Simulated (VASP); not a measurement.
# BN (P1) in VASP: further runs

The runs below take BN through single point, with PBE0, r2SCAN.

All numbers are computed with VASP 6.6.1; they aren't measurements. Logs are shortened: lines on timing, memory, paths and dates and some standing lists are left out, and cuts for length are marked.

### Step 1. The cell of the first run

The typed cell holds 2 atoms: a = 2.474 Å, b = 2.474 Å, c = 3.230 Å, α = 101.11°, β = 101.11°, γ = 119.81°.

### Step 2. Single point, PBE0

Contents of POSCAR:

```
BN
1.0
    2.4741443238      0.0000000000      0.0000000000
   -1.2298612564      2.1468189082      0.0000000000
   -0.6221415337     -1.0734094541      2.9816898573
N B
1 1
Direct
    0.6685060000      0.3323850000      0.9849990000
    0.9796430000      0.9834990000      0.0018060000
```

Contents of INCAR.step1:

```
SYSTEM = BN
PREC = Accurate ; ENCUT = 520
EDIFF = 1E-5 ; ISMEAR = -1
SIGMA = 0.05 ; LREAL = .False.
LASPH = .True. ; NELM = 60
ALGO = Normal ; ISIF = 2
LWAVE = .True. ; LCHARG = .False.
GGA = PE ; NBANDS = 11
```

Contents of INCAR.step2:

```
SYSTEM = BN
PREC = Accurate ; ENCUT = 520
EDIFF = 1E-6 ; ISMEAR = -1
SIGMA = 0.05 ; LREAL = .False.
LASPH = .True. ; NELM = 60
ALGO = Normal ; ISIF = 2
LWAVE = .False. ; LCHARG = .False.
GGA = PE ; LHFCALC = .True.
AEXX = 0.25 ; PRECFOCK = Normal
ISTART = 1 ; NBANDS = 11
```

Contents of KPOINTS:

```
regular mesh
0
Gamma
  6 6 4
  0 0 0
```

Potentials or basis: VASP PAW PBE potentials, release 64 (N, B).

Started as:

```
> cat potpaw_PBE.64/N/POTCAR potpaw_PBE.64/B/POTCAR > POTCAR
> cp INCAR.step1 INCAR
> mpirun -np 1 vasp_std > vasp.out
> cp INCAR.step2 INCAR
> mpirun -np 1 vasp_std > vasp.out
```

OUTCAR:

```text
SYSTEM = BN
   PREC = Accurate
   ENCUT = 520
   EDIFF = 1E-6
   ISMEAR = -1
   LREAL = .False.
   LASPH = .True.
   NELM = 60
   ISIF = 2
   GGA = PE
   LHFCALC = .True.
   AEXX = 0.25
   PRECFOCK = Normal
   ISTART = 1

 ion  position               nearest neighbor table
   1  0.669  0.332  0.985-   2 1.38   2 1.42   2 1.50
   2  0.980  0.983  0.002-   1 1.38   1 1.42   1 1.50

  LATTYP: Found a face centered orthorhombic cell.
 ALAT       =     2.4813447516
 B/A-ratio  =     1.7253460765
 C/A-ratio  =     2.4032854406

  Lattice vectors:

 A1 = (  -1.8520027901,   1.0734094541,   2.9816898573)
 A2 = (   0.6221415337,   1.0734094541,   2.9816898573)
 A3 = (  -1.2298612564,   2.1468189082,   0.0000000000)

Analysis of symmetry for initial positions (statically):
=====================================================================
 Subroutine PRICEL returns:
 Original cell was already a primitive cell.

 Routine SETGRP: Setting up the symmetry group for a
 face centered orthorhombic supercell.

 Subroutine GETGRP returns: Found  1 space group operations
 (whereof  1 operations were pure point group operations)
 out of a pool of  8 trial point group operations.

The static configuration has the point symmetry C_1 .

Analysis of symmetry for dynamics (positions and initial velocities):
=====================================================================
 Subroutine PRICEL returns:
 Original cell was already a primitive cell.

 Routine SETGRP: Setting up the symmetry group for a
 face centered orthorhombic supercell.

 Subroutine GETGRP returns: Found  1 space group operations
 (whereof  1 operations were pure point group operations)
 out of a pool of  8 trial point group operations.

The dynamic configuration has the point symmetry C_1 .

 Subroutine INISYM returns: Found  1 space group operations
 (whereof  1 operations are pure point group operations),
 and found     1 'primitive' translations

----------------------------------------------------------------------------------------

                                     Primitive cell

  volume of cell :      15.8374

  direct lattice vectors                    reciprocal lattice vectors
     2.474144324  0.000000000  0.000000000     0.404180140  0.231545145  0.167690143
    -1.229861256  2.146818908  0.000000000     0.000000000  0.465805474  0.167690143
    -0.622141534 -1.073409454  2.981689857     0.000000000  0.000000000  0.335380287

  length of vectors
     2.474144324  2.474144324  3.229511163     0.495070423  0.495070423  0.335380287

  position of ions in fractional coordinates (direct lattice)
     0.668506000  0.332385000  0.984999000
     0.979643000  0.983499000  0.001806000

  ion indices of the primitive-cell ions
   primitive index   ion index
                 1           1
                 2           2

----------------------------------------------------------------------------------------

 KPOINTS: regular mesh

Automatic generation of k-mesh.
 Grid dimensions read from file:
 generate k-points for:    6    6    4

 Generating k-lattice:

  Cartesian coordinates                     Fractional coordinates (reciprocal lattice)
     0.067363357  0.038590857  0.027948357     0.166666667  0.000000000 -0.000000000
     0.000000000  0.077634246  0.027948357     0.000000000  0.166666667  0.000000000
     0.000000000  0.000000000  0.083845072     0.000000000  0.000000000  0.250000000

  Length of vectors
     0.082511737  0.082511737  0.083845072

  Shift w.r.t. Gamma in fractional coordinates (k-lattice)
     0.000000000  0.000000000  0.000000000

 -----------------------------------------------------------------------------
|                                                                             |
|           W    W    AA    RRRRR   N    N  II  N    N   GGGG   !!!           |
|           W    W   A  A   R    R  NN   N  II  NN   N  G    G  !!!           |
|           W    W  A    A  R    R  N N  N  II  N N  N  G       !!!           |
|           W WW W  AAAAAA  RRRRR   N  N N  II  N  N N  G  GGG   !            |
|           WW  WW  A    A  R   R   N   NN  II  N   NN  G    G                |
|           W    W  A    A  R    R  N    N  II  N    N   GGGG   !!!           |
|                                                                             |
|     Your reciprocal lattice and k-lattice belong to different lattice       |
|     classes:                                                                |
|                                                                             |
|        The reciprocal lattice is body-centered orthorhombic,                |
|        whereas your k-lattice is base-centered monoclinic.                  |
|                                                                             |
|     Results are often still useful ...                                      |
|                                                                             |
 -----------------------------------------------------------------------------

 WARNING: IBZKPT: internal override: KBLOWUP is changed to .FALSE.
      ... skipping the blow-up phase ...

 Subroutine IBZKPT returns following result:
 ===========================================

 Found     76 irreducible k-points:

 Following reciprocal coordinates:
            Coordinates               Weight
  0.000000  0.000000  0.000000      1.000000
  0.166667  0.000000  0.000000      2.000000
  0.333333  0.000000 -0.000000      2.000000
  0.500000  0.000000 -0.000000      1.000000
  0.000000  0.166667 -0.000000      2.000000
  0.166667  0.166667 -0.000000      2.000000
[... 16 lines left out ...]
  0.333333  0.000000  0.250000      2.000000
  0.500000  0.000000  0.250000      2.000000
 [... further k-points ...]
   k-points           NKPTS =     76   k-points in BZ     NKDIM =    144   number of bands    NBANDS=     11
   number of dos      NEDOS =    301   number of ions     NIONS =      2
   total plane-waves  NPLWV =   7776
   dimension x,y,z NGX =    18 NGY =   18 NGZ =   24
   dimension x,y,z NGXF=    36 NGYF=   36 NGZF=   48
   ions per type =               1   1
   NGX,Y,Z   is equivalent  to a cutoff of  12.09, 12.09, 12.35 a.u.
   NGXF,Y,Z  is equivalent  to a cutoff of  24.19, 24.19, 24.71 a.u.
 SYSTEM =  BN
   PREC   = accura    normal or accurate (medium, high low for compatibility)
   ISTART =      1    job   : 0-new  1-cont  2-samecut
   ICHARG =      0    charge: 1-file 2-atom 10-const
   ISPIN  =      1    spin polarized calculation?
   LNONCOLLINEAR =      F non collinear calculations
   LSORBIT =      F    spin-orbit coupling
   LASPH  =      T    aspherical Exc in radial PAW
   ENCUT  =  520.0 eV  38.22 Ry    6.18 a.u.   4.60  4.60  6.00*2*pi/ulx,y,z
   NELM   =     60;   NELMIN=  2; NELMDL=  0     # of ELM steps
   EDIFF  = 0.1E-05   stopping-criterion for ELM
   LREAL  =      F    real-space projection
   EDIFFG = 0.1E-04   stopping-criterion for IOM
   NSW    =      0    number of steps for IOM
   IBRION =     -1    ionic relax: 0-MD 1-quasi-New 2-CG
   NFREE  =      0    steps in history (QN), initial steepest desc. (CG)
   ISIF   =      2    stress and relaxation
   ISYM   =      3    0-nonsym 1-usesym 2-fastsym
   POTIM  = 0.5000    time-step for ionic-motion
   TEBEG  =    0.0;   TEEND  =   0.0 temperature during run
   PSTRESS=    0.0 pullay stress
   NELECT =       8.0000    total number of electrons
   NUPDOWN=      -1.0000    fix difference up-down
   EMIN   =  10.00;   EMAX   =-10.00  energy-range for DOS
   EFERMI =   0.00;   METHOD = LEGACY
   ISMEAR =    -1;   SIGMA  =   0.05  broadening in eV -4-tet -1-fermi 0-gaus
   EFERMI_NEDOS =   21; number of points for ismear=-14 and -15
   IALGO  =     38    algorithm
   IMIX   =      1    mixing-type and parameters
     AMIX     =   0.40;   BMIX     =  1.00
     AMIX_MAG =   1.60;   BMIX_MAG =  1.00
  volume/ion in A,a.u.               =       7.92        53.44
  Fermi-wavevector in a.u.,A,eV,Ry     =   1.303799  2.463822 23.128420  1.699891
  Thomas-Fermi vector in A             =   2.434777
   LORBIT       =      0    0 simple, 1 ext, 2 COOP (PROOUT), +10 PAW based schemes
   GGA     = PE    functional components
   LHFCALC =     T    Hartree Fock is set to
   PRECFOCK=normal    Normal, Fast or Accurate (Low or Medium for compatibility)
   ENCUT4O =  -1.0   cutoff for four orbital integrals eV
   NKREDX  =     1    reduce k-point grid by
   NKREDY  =     1    reduce k-point grid by
   NKREDZ  =     1    reduce k-point grid by
   AEXX    =    0.2500 exact exchange contribution
   HFSCREEN=    0.0000 screening length (either q_TF or 0.3 A-1)
   HFSCREENC=   0.0000 screening length for correlation (either q_TF or 0.3 A-1)
   ENCUTFOCK=  -1.0 apply spherical cutoff to Coloumb kernel
   IVDW    =     0    specifies the selected vdW correction
   LEPSILON=     F    determine dielectric tensor
   LRPA    =     F    only Hartree local field effects (RPA)
 non-spin polarized calculation
  energy-cutoff  :      520.00
  volume of cell :       15.84
 maximum number of plane-waves:       440
  NGX = 14; NGY = 14; NGZ = 20

 number of electron       7.9999999 magnetization

 Free energy of the ion-electron system (eV)
  ---------------------------------------------------
  ext. energy  EPLUGINS =         0.00000000
  ---------------------------------------------------
  free energy    TOTEN  =       -21.15855541 eV

  energy without entropy =      -21.15855541  energy(sigma->0) =      -21.15855541

 E-fermi :   3.4688     XC(G=0):  -8.5614

 val. band max:        2.4032170898   @ k =   0.5000   0.5000  -0.0000
 cond. band min:       7.3095452727   @ k =   0.5000   0.5000   0.5000
 fundamental gap:      4.9063281829
 Fermi energy:         3.4687894259

 k-point     1 :       0.0000    0.0000    0.0000
  band No.  band energies     occupation
      1     -17.8963      2.00000
      2      -1.7743      2.00000
      3      -0.2614      2.00000
      4       1.5515      2.00000
      5      10.1374      0.00000
      6      15.5618      0.00000
      7      17.7348      0.00000
      8      18.9989      0.00000
      9      20.7803      0.00000
     10      31.1594      0.00000
     11      32.8261      0.00000

 k-point     2 :       0.1667    0.0000    0.0000
  band No.  band energies     occupation
      1     -17.2429      2.00000
      2      -1.4493      2.00000
      3      -1.1898      2.00000
      4      -0.7726      2.00000
      5      11.5075      0.00000
      6      15.7947      0.00000
      7      16.9147      0.00000
      8      19.9892      0.00000
      9      22.2174      0.00000
     10      27.5353      0.00000
     11      31.6870      0.00000

 k-point     3 :       0.3333    0.0000   -0.0000
  band No.  band energies     occupation
      1     -15.4834      2.00000
      2      -5.2617      2.00000
      3      -2.3926      2.00000
      4      -0.2532      2.00000
      5      11.8251      0.00000
      6      14.5102      0.00000
      7      16.9235      0.00000
      8      23.5461      0.00000
      9      25.1889      0.00000
     10      25.5157      0.00000
     11      29.4783      0.00000

 k-point     4 :       0.5000    0.0000   -0.0000
  band No.  band energies     occupation
      1     -14.0375      2.00000
      2      -7.6978      2.00000
      3      -2.9591      2.00000
      4       0.7276      2.00000
      5       9.6275      0.00000
      6      14.8060      0.00000
      7      18.9490      0.00000
      8      22.7530      0.00000
      9      26.4752      0.00000
     10      27.8385      0.00000
     11      29.2759      0.00000
[... 239 lines left out ...]
 k-point    22 :       0.1667    0.0000    0.2500
  band No.  band energies     occupation
      1     -16.8258      2.00000
      2      -3.9162      2.00000
      3      -1.2814      2.00000
      4      -0.7981      2.00000
      5      14.7222      0.00000
      6      15.7165      0.00000
      7      18.6469      0.00000
      8      19.9932      0.00000
      9      22.4266      0.00000
     10      29.6914      0.00000
     11      30.9314      0.00000

 k-point    23 :       0.3333    0.0000    0.2500
  band No.  band energies     occupation
      1     -15.1494      2.00000
      2      -5.4005      2.00000
      3      -2.3915      2.00000
      4      -2.1129      2.00000
      5      12.7306      0.00000
      6      15.1288      0.00000
      7      20.5379      0.00000
      8      22.5391      0.00000
      9      25.0592      0.00000
     10      27.4044      0.00000
     11      29.1454      0.00000

 k-point    24 :       0.5000    0.0000    0.2500
  band No.  band energies     occupation
      1     -14.0404      2.00000
      2      -7.6680      2.00000
      3      -2.9587      2.00000
      4       0.5796      2.00000
      5      10.1726      0.00000
      6      14.4574      0.00000
      7      18.5493      0.00000
      8      22.0840      0.00000
      9      27.6492      0.00000
     10      28.0821      0.00000
     11      29.4048      0.00000

 [... further k-points ...]

------------------------ aborting loop because EDIFF is reached ----------------------------------------

  FORCE on cell =-STRESS in cart. coord.  units (eV):
  Direction    XX          YY          ZZ          XY          YZ          ZX
  --------------------------------------------------------------------------------------
  -------------------------------------------------------------------------------------
  Total        0.5305494      2.0375672      0.8435441     -0.6323893      0.1304407      0.0643690
  in kB       53.6727032    206.1292425     85.3366276    -63.9752752     13.1959527      6.5118460
  external PRESSURE =     115.0461911 kB  Pullay stress =       0.0000000 kB

 VOLUME and BASIS-vectors are now :
 -----------------------------------------------------------------------------
  energy-cutoff  :      520.00
  volume of cell :       15.84
      direct lattice vectors                 reciprocal lattice vectors
     2.474144324  0.000000000  0.000000000     0.404180140  0.231545145  0.167690143
    -1.229861256  2.146818908  0.000000000     0.000000000  0.465805474  0.167690143
    -0.622141534 -1.073409454  2.981689857     0.000000000  0.000000000  0.335380287

 POSITION                                       TOTAL-FORCE (eV/Angst)
 -----------------------------------------------------------------------------------
      0.63238     -0.34374      2.93696        -1.882729     -2.347107      0.614781
      1.21309      2.10946      0.00538         1.882729      2.347107     -0.614781
 -----------------------------------------------------------------------------------
    total drift:                                0.000086     -0.000190     -0.000033

  FREE ENERGIE OF THE ION-ELECTRON SYSTEM (eV)
  ---------------------------------------------------
  free  energy   TOTEN  =       -21.1585554124 eV

  energy  without entropy=      -21.1585554124  energy(sigma->0) =      -21.15855541
```

Wall time 13 min (1 thread of Intel Xeon Platinum 8259CL at 2.50GHz (Skylake/Cascade Lake), shared host); peak memory 0.13 GiB.

What came out:

| Item | Value |
| --- | --- |
| Free energy | -21.1586 eV |
| Pressure | 11.5 GPa |
| Largest force | 3.071 eV/Å |
| Band gap on the k mesh | 4.91 eV (least direct gap 6.77 eV) |

Forces in eV/Å, atoms in the order of the input:
```
N   -1.883 -2.347  0.615
B    1.883  2.347 -0.615
```

Stress tensor (GPa, compression positive):
```
 5.37 -6.40  0.65
-6.40 20.61  1.32
 0.65  1.32  8.53
```

Levels at points of the mesh, in eV from the valence-band top:
```tsv
k point	band 1	band 2	band 3	band 4	band 5	band 6	band 7	band 8
(0.00, 0.00, 0.00)	-20.30	-4.18	-2.66	-0.85	7.73	13.16	15.33	16.60
(0.50, 0.00, 0.00)	-16.44	-10.10	-5.36	-1.68	7.22	12.40	16.55	20.35
(0.00, 0.50, 0.00)	-16.62	-10.37	-4.53	-1.08	6.03	12.50	16.85	20.31
(0.50, 0.50, 0.00)	-16.73	-10.58	-4.70	0.00	8.90	11.87	15.14	17.28
(0.00, 0.00, 0.50)	-19.64	-7.89	-2.69	-0.91	12.85	13.96	15.30	16.00
(0.50, 0.00, 0.50)	-16.44	-10.11	-5.36	-1.55	6.87	12.43	16.85	20.52
(0.00, 0.50, 0.50)	-16.63	-10.36	-4.53	-1.18	6.26	12.44	16.67	20.20
(0.50, 0.50, 0.50)	-16.34	-9.97	-4.87	-2.38	4.91	11.98	18.61	23.63
```

Caveat: the k points lie up to 0.53 Å⁻¹ apart; the PAW data sets were made with another functional, which shifts forces and pressure a little.

(Part 1 of 3 ends here.)
